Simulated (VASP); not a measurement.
# GaAs (I-4m2) in VASP: single point with r2SCAN

Aim: the single point of GaAs with r2SCAN.

Program: VASP 6.6.1. These are calculated values, not measurements. Logs are shortened: lines on timing, memory, paths and dates and some standing lists are left out, and cuts for length are marked.

**1. The cell of the first run**

The structure is tetragonal, space group I-4m2 (No. 119). The conventional cell has a = 4.007 Å, b = 4.007 Å, c = 5.599 Å, α = 90.00°, β = 90.00°, γ = 90.00°. Ga (site symmetry -4m2) has 4 As at 2.44 Å within 3.2 Å. Within 3.2 Å of As (site symmetry -4m2) lie 4 Ga at 2.44 Å.

**2. Single point, r2SCAN (uniaxial z strain -1.2%)**

POSCAR

```
GaAs
1.0
    0.0000000000      2.8330850947      2.7996546906
    2.8330850947      0.0000000000      2.7996546906
    2.8330850947      2.8330850947      0.0000000000
Ga As
1 1
Direct
    0.0000000000      0.0000000000      0.0000000000
    0.2500000000      0.2500000000      0.2500000000
```

INCAR.step1

```
PREC     = Accurate       # precision mode
ENCUT    = 520            # plane-wave cutoff, eV
ISMEAR   = 0              # smearing method
SIGMA    = 0.01           # smearing width, eV
LREAL    = False          # projectors in reciprocal space
LASPH    = True           # aspherical terms in the spheres
NELM     = 60             # most SCF steps
NBANDS   = 16             # bands
GGA      = PE             # functional
ALGO     = Normal         # electronic algorithm
EDIFF    = 1E-4           # SCF threshold, eV
LWAVE    = True           # write WAVECAR
LCHARG   = False          # write CHGCAR
```

INCAR.step2

```
PREC     = Accurate       # precision mode
ENCUT    = 520            # plane-wave cutoff, eV
EDIFF    = 1E-7           # SCF threshold, eV
ISMEAR   = 0              # smearing method
SIGMA    = 0.01           # smearing width, eV
LREAL    = False          # projectors in reciprocal space
LASPH    = True           # aspherical terms in the spheres
NELM     = 60             # most SCF steps
ALGO     = Normal         # electronic algorithm
ISIF     = 2              # what is computed and relaxed
LWAVE    = False          # write WAVECAR
LCHARG   = False          # write CHGCAR
METAGGA  = R2SCAN         # meta-GGA
LMIXTAU  = True         
NBANDS   = 16             # bands
ISTART   = 1
```

KPOINTS

```
regular mesh
0
Gamma
  8 8 8
```

Potentials or basis: VASP PAW PBE potentials, release 64 (Ga_d, As).

On the command line:

```bash
> cat potpaw_PBE.64/Ga_d/POTCAR potpaw_PBE.64/As/POTCAR > POTCAR
> cp INCAR.step1 INCAR
> mpirun -np 1 vasp_std > vasp.out
> cp INCAR.step2 INCAR
> mpirun -np 1 vasp_std > vasp.out
```

OUTCAR:

```text
PREC = Accurate
   ENCUT = 520
   EDIFF = 1E-7
   ISMEAR = 0
   LREAL = False
   LASPH = True
   NELM = 60
   ISIF = 2
   METAGGA = R2SCAN
   ISTART = 1

 ion  position               nearest neighbor table
   1  0.000  0.000  0.000-   2 2.44   2 2.44   2 2.44   2 2.44
   2  0.250  0.250  0.250-   1 2.44   1 2.44   1 2.44   1 2.44

  LATTYP: Found a body centered tetragonal cell.
 ALAT       =     4.0065873643
 C/A-ratio  =     1.3975258423

  Lattice vectors:

 A1 = (   0.0000000000,  -2.8330850947,  -2.7996546906)
 A2 = (   0.0000000000,   2.8330850947,  -2.7996546906)
 A3 = (   2.8330850947,   0.0000000000,   2.7996546906)

Analysis of symmetry for initial positions (statically):
=====================================================================
 Subroutine PRICEL returns:
 Original cell was already a primitive cell.

 Routine SETGRP: Setting up the symmetry group for a
 body centered tetragonal supercell.

 Subroutine GETGRP returns: Found  8 space group operations
 (whereof  8 operations were pure point group operations)
 out of a pool of 16 trial point group operations.

The static configuration has the point symmetry D_2d.

Analysis of symmetry for dynamics (positions and initial velocities):
=====================================================================
 Subroutine PRICEL returns:
 Original cell was already a primitive cell.

 Routine SETGRP: Setting up the symmetry group for a
 body centered tetragonal supercell.

 Subroutine GETGRP returns: Found  8 space group operations
 (whereof  8 operations were pure point group operations)
 out of a pool of 16 trial point group operations.

The dynamic configuration has the point symmetry D_2d.

 Subroutine INISYM returns: Found  8 space group operations
 (whereof  8 operations are pure point group operations),
 and found     1 'primitive' translations

----------------------------------------------------------------------------------------

                                     Primitive cell

  volume of cell :      44.9421

  direct lattice vectors                    reciprocal lattice vectors
     0.000000000  2.833085095  2.799654691    -0.176486051  0.176486051  0.178593454
     2.833085095  0.000000000  2.799654691     0.176486051 -0.176486051  0.178593454
     2.833085095  2.833085095  0.000000000     0.176486051  0.176486051 -0.178593454

  length of vectors
     3.983018647  3.983018647  4.006587364     0.306904340  0.306904340  0.306904340

  position of ions in fractional coordinates (direct lattice)
[... 75 lines left out ...]
   LSORBIT =      F    spin-orbit coupling
   LASPH  =      T    aspherical Exc in radial PAW
   ENCUT  =  520.0 eV  38.22 Ry    6.18 a.u.   7.41  7.41  7.45*2*pi/ulx,y,z
   NELM   =     60;   NELMIN=  2; NELMDL=  0     # of ELM steps
   EDIFF  = 0.1E-06   stopping-criterion for ELM
   LREAL  =      F    real-space projection
   EDIFFG = 0.1E-05   stopping-criterion for IOM
   NSW    =      0    number of steps for IOM
   IBRION =     -1    ionic relax: 0-MD 1-quasi-New 2-CG
   NFREE  =      0    steps in history (QN), initial steepest desc. (CG)
   ISIF   =      2    stress and relaxation
   ISYM   =      2    0-nonsym 1-usesym 2-fastsym
   POTIM  = 0.5000    time-step for ionic-motion
   TEBEG  =    0.0;   TEEND  =   0.0 temperature during run
   PSTRESS=    0.0 pullay stress
   NELECT =      18.0000    total number of electrons
   NUPDOWN=      -1.0000    fix difference up-down
   EMIN   =  10.00;   EMAX   =-10.00  energy-range for DOS
   EFERMI =   0.00;   METHOD = LEGACY
   ISMEAR =     0;   SIGMA  =   0.01  broadening in eV -4-tet -1-fermi 0-gaus
   EFERMI_NEDOS =   21; number of points for ismear=-14 and -15
   IALGO  =     38    algorithm
   IMIX   =      4    mixing-type and parameters
     AMIX     =   0.40;   BMIX     =  1.00
     AMIX_MAG =   1.60;   BMIX_MAG =  1.00
  volume/ion in A,a.u.               =      22.47       151.64
  Fermi-wavevector in a.u.,A,eV,Ry     =   1.206742  2.280412 19.813161  1.456226
  Thomas-Fermi vector in A             =   2.342400
   LORBIT       =      0    0 simple, 1 ext, 2 COOP (PROOUT), +10 PAW based schemes
   METAGGA = R2SCAN    functional components
   LHFCALC =     F    Hartree Fock is set to
   AEXX    =    0.0000 exact exchange contribution
   IVDW    =     0    specifies the selected vdW correction
   LEPSILON=     F    determine dielectric tensor
   LRPA    =     F    only Hartree local field effects (RPA)
 non-spin polarized calculation
 Gauss-broadening in eV      SIGMA  =   0.01
  energy-cutoff  :      520.00
  volume of cell :       44.94
 maximum number of plane-waves:      1243
 NGX is ok and might be reduce to    30
   NGX = 15   NGY = 15   NGZ = 15

 number of electron      17.9999999 magnetization

 Free energy of the ion-electron system (eV)
  ---------------------------------------------------
  ext. energy  EPLUGINS =         0.00000000
  ---------------------------------------------------
  free energy    TOTEN  =       -27.05054885 eV

  energy without entropy =      -27.05054885  energy(sigma->0) =      -27.05054885

 E-fermi :   3.9071     XC(G=0): -10.2808

 val. band max:        3.7761221136   @ k =   0.0000   0.0000   0.0000
 cond. band min:       4.7670489614   @ k =   0.0000   0.0000   0.0000
 fundamental gap:      0.9909268478
 Fermi energy:         3.9070592774

 k-point     1 :       0.0000    0.0000    0.0000
  band No.  band energies     occupation
      1     -11.5167      2.00000
      2     -11.5166      2.00000
      3     -11.5137      2.00000
      4     -11.4258      2.00000
      5     -11.4238      2.00000
      6      -9.5200      2.00000
[... 433 lines left out ...]
      3     -11.4910      2.00000
      4     -11.4289      2.00000
      5     -11.4200      2.00000
      6      -8.1595      2.00000
[... 8 lines left out ...]
     15      14.5687      0.00000
     16      15.3589      0.00000

 [... further k-points ...]
[... 5 lines left out ...]
  --------------------------------------------------------------------------------------
  -------------------------------------------------------------------------------------
  Total        0.2105102      0.2105102      0.4328779      0.0000000      0.0000000      0.0000000
  in kB        7.5046436      7.5046436     15.4320025      0.0000000      0.0000000      0.0000000
  external PRESSURE =      10.1470965 kB  Pullay stress =       0.0000000 kB

 VOLUME and BASIS-vectors are now :
 -----------------------------------------------------------------------------
  energy-cutoff  :      520.00
  volume of cell :       44.94
      direct lattice vectors                 reciprocal lattice vectors
     0.000000000  2.833085095  2.799654691    -0.176486051  0.176486051  0.178593454
     2.833085095  0.000000000  2.799654691     0.176486051 -0.176486051  0.178593454
     2.833085095  2.833085095  0.000000000     0.176486051  0.176486051 -0.178593454

 POSITION                                       TOTAL-FORCE (eV/Angst)
 -----------------------------------------------------------------------------------
      0.00000      0.00000      0.00000        -0.000000     -0.000000      0.000000
      1.41654      1.41654      1.39983         0.000000      0.000000     -0.000000
 -----------------------------------------------------------------------------------
    total drift:                               -0.000002     -0.000002      0.000008

  FREE ENERGIE OF THE ION-ELECTRON SYSTEM (eV)
  ---------------------------------------------------
  free  energy   TOTEN  =       -27.0505488504 eV

  energy  without entropy=      -27.0505488504  energy(sigma->0) =      -27.05054885
```

OUTCAR.step1:

```text
PREC = Accurate
   ENCUT = 520
   ISMEAR = 0
   LREAL = False
   LASPH = True
[... 679 lines left out ...]
      0.00000      0.00000      0.00000        -0.000000     -0.000000     -0.000000
      1.41654      1.41654      1.39983         0.000000      0.000000      0.000000
 -----------------------------------------------------------------------------------
    total drift:                                0.000002      0.000002      0.000001

  FREE ENERGIE OF THE ION-ELECTRON SYSTEM (eV)
  ---------------------------------------------------
  free  energy   TOTEN  =        -8.2408675817 eV

  energy  without entropy=       -8.2408675817  energy(sigma->0) =       -8.24086758
```

Wall time 5.6 min (1 thread of Intel Xeon Platinum 8259CL at 2.50GHz (Skylake/Cascade Lake), shared host); peak memory 0.19 GiB.

Results:

```
Free energy            : -27.0505 eV
Pressure               : 1.0 GPa
Band gap on the k mesh : 0.99 eV, direct
```

Stress tensor (GPa, compression positive):
```
0.75 0.00 0.00
0.00 0.75 0.00
0.00 0.00 1.54
```

Caveat: the cell differs from its parent crystal (uniaxial z strain -1.2%); the PAW data sets were made with another functional, which shifts forces and pressure a little. A k mesh can miss the band edges.
